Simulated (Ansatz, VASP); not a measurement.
## Two plane-wave programs on HgPt

```xyz
2
Lattice="2.9710 0.0000 0.0000 0.0000 2.9710 0.0000 0.0000 0.0000 3.8250" Properties=species:S:1:pos:R:3 pbc="T T T"
Hg    0.0000    0.0000    0.0000
Pt    1.4855    1.4855    1.9125
```

Alike in both runs: task relaxation of cell and atoms; functional LDA; k mesh 14 × 14 × 12; occupations gaussian, width 0.1 eV; no spin polarisation.

```csv
,VASP,Ansatz
version,VASP 6.6.1,Ansatz 0.2.0
potentials or method,"VASP PAW LDA potentials, release 64 (Hg, Pt), cutoff 500 eV","scalar-relativistic, plane waves, PAW"
valence electrons in the cell,22,38
```

```csv
,VASP,Ansatz,Ansatz less VASP
"gap on the k mesh at the Fermi level, each at its own relaxed structure (eV)",none,none,-
relaxed volume (Å³/atom),16.92,16.74,-0.182
relaxed cell length with the largest relative difference (Å),3.859,3.839,-0.0202
```

LDA's correlation is that of Perdew and Zunger in VASP and of Perdew and Wang (1992) in Ansatz. A gap of «none» marks a metal or a gap that the smearing closes. VASP's potentials hold 22 valence electrons a cell and Ansatz's 38, so a difference there can come from the potentials and not from the codes.

Spin-orbit coupling is off throughout.
